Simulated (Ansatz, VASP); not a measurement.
# Two plane-wave programs on ZrSi2

```
Zr Si
1.0
     3.99646    0.00000    0.00000
    -1.99823    3.46104    0.00000
     0.00000    0.00000    3.59634
Zr Si
1 2
Direct
  0.00000 0.00000 0.00000
  0.33333 0.66667 0.50000
  0.66667 0.33333 0.50000
```

Alike in both runs: task relaxation of cell and atoms; functional r2SCAN; k mesh 6 × 6 × 6; occupations gaussian, width 0.1 eV; no spin polarisation.

|  | VASP | Ansatz |
| --- | --- | --- |
| version | VASP 6.6.1 | Ansatz 0.2.0 |
| potentials or method | VASP PAW PBE potentials, release 64 (Zr_sv, Si), cutoff 600 eV | scalar-relativistic, plane waves, PAW |
| valence electrons in the cell | 20 | 20 |

|  | VASP | Ansatz | Ansatz less VASP |
| --- | --- | --- | --- |
| gap on the k mesh at the Fermi level, each at its own relaxed structure (eV) | none | none | - |
| relaxed volume (Å³/atom) | 16.58 | 16.57 | -0.009 |
| relaxed cell length with the largest relative difference (Å) | 3.596 | 3.587 | -0.0097 |

VASP's potentials were made for PBE, not for r2SCAN. A gap of «none» marks a metal or a gap that the smearing closes.

Noted on VASP's run: the relaxation stopped at its first step, so nothing moved.
